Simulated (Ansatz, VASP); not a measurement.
HPbNO4: VASP beside Ansatz

The input POSCAR:

```
HPbNO4
1.0
    4.2753100000     -0.0004000000      0.0063600000
   -2.0839900000      5.2077500000     -0.0490700000
   -2.1237700000     -1.8657400000      4.9149100000
H Pb N O
1 1 1 4
Direct
    0.9907300000      0.0333000000      0.9099400000
    0.5027400000      0.8198900000      0.1428700000
    0.0083800000      0.4740800000      0.5026500000
    0.9981600000      0.9274100000      0.0287700000
    0.1946700000      0.7343500000      0.6085200000
    0.8167300000      0.3588200000      0.2455600000
    0.0138100000      0.3312100000      0.6521700000
```

Contents of INCAR.step1:

```
PREC     = Accurate       # precision mode
ENCUT    = 580            # plane-wave cutoff, eV
EDIFF    = 1E-5           # SCF threshold, eV
ISMEAR   = -1             # smearing method
SIGMA    = 0.05           # smearing width, eV
LREAL    = False          # projectors in reciprocal space
LASPH    = True           # aspherical terms in the spheres
NELM     = 120            # most SCF steps
ALGO     = Normal         # electronic algorithm
ISIF     = 2              # what is computed and relaxed
LWAVE    = True           # write WAVECAR
LCHARG   = False          # write CHGCAR
NBANDS   = 31             # bands
GGA      = PE             # functional
GGA_COMPAT= False        
KPAR     = 4
```

The input INCAR.step2:

```
PREC     = Accurate       # precision mode
ENCUT    = 580            # plane-wave cutoff, eV
EDIFF    = 1E-6           # SCF threshold, eV
ISMEAR   = -1             # smearing method
SIGMA    = 0.05           # smearing width, eV
LREAL    = False          # projectors in reciprocal space
LASPH    = True           # aspherical terms in the spheres
NELM     = 120            # most SCF steps
ALGO     = Normal         # electronic algorithm
ISIF     = 2              # what is computed and relaxed
LWAVE    = False          # write WAVECAR
LCHARG   = False          # write CHGCAR
METAGGA  = R2SCAN         # meta-GGA
LHFCALC  = True           # exact exchange
AEXX     = 0.25           # exact-exchange fraction
LMIXTAU  = True         
PRECFOCK = Normal       
NBANDS   = 31             # bands
ISTART   = 1            
GGA_COMPAT= False        
KPAR     = 4
```

KPOINTS

```
regular mesh
0
Gamma
  4 3 3
```

File input.yaml:

```yaml
crystal:
  lattice:
    - [4.27531, -0.0004, 0.00636]
    - [-2.08399, 5.20775, -0.04907]
    - [-2.12377, -1.86574, 4.91491]
  atoms:
    - { symbol: H, position: [0.99073, 0.0333, 0.90994] }
    - { symbol: Pb, position: [0.50274, 0.81989, 0.14287] }
    - { symbol: "N", position: [0.00838, 0.47408, 0.50265] }
    - { symbol: O, position: [0.99816, 0.92741, 0.02877] }
    - { symbol: O, position: [0.19467, 0.73435, 0.60852] }
    - { symbol: O, position: [0.81673, 0.35882, 0.24556] }
    - { symbol: O, position: [0.01381, 0.33121, 0.65217] }
hamiltonian:
  xc: r2scan0
  pseudopotentials: { kind: paw }
kpoints:
  mp_grid: { grid: [4, 3, 3] }
scf:
  occupations: { method: fermi_dirac, width: 0.05 }
output:
  forces: true
  stress: true
  eigenvalues: true
```

Alike in both runs: task single point; functional r2SCAN0; k mesh 4 × 3 × 3; occupations fermi-dirac, width 0.05 eV; no spin polarisation.

|  | VASP | Ansatz |
| --- | --- | --- |
| version | VASP 6.6.1 | Ansatz 0.2.0 |
| potentials or method | VASP PAW PBE potentials, release 64 (H, Pb_d, N, O) | Ansatz PAW |
| plane-wave cutoff (eV) | 580 | 500 |
| valence electrons in the cell | 44 | 44 |

VASP gave:

| Item | Value |
| --- | --- |
| gap on the k mesh at the Fermi level (eV) | 5.18 |
| least direct gap on the mesh (eV) | 5.46 |
| pressure (GPa) | -4.9 |
| traceless stress, the component that is largest in VASP (GPa) | 2.17 |
| rms of the force components (eV/Å) | 0.526 |

Question: What did Ansatz give for the same quantities?

Answer: gap on the k mesh at the Fermi level (eV): 5.22; least direct gap on the mesh (eV): 5.50; pressure (GPa): -5.8; traceless stress, the component that is largest in VASP (GPa): 3.22; rms of the force components (eV/Å): 0.744.

VASP's potentials were made for PBE, not for r2SCAN0. Atom by atom the forces differ by 0.219 eV/Å (rms over components).

The k mesh is coarse, so the values compare programs but aren't converged. Neither program's run includes spin-orbit coupling. Noted on Ansatz's run: odd divisions of the mesh miss points on the zone boundary, where band edges often lie, so the gap on the mesh can be too wide.
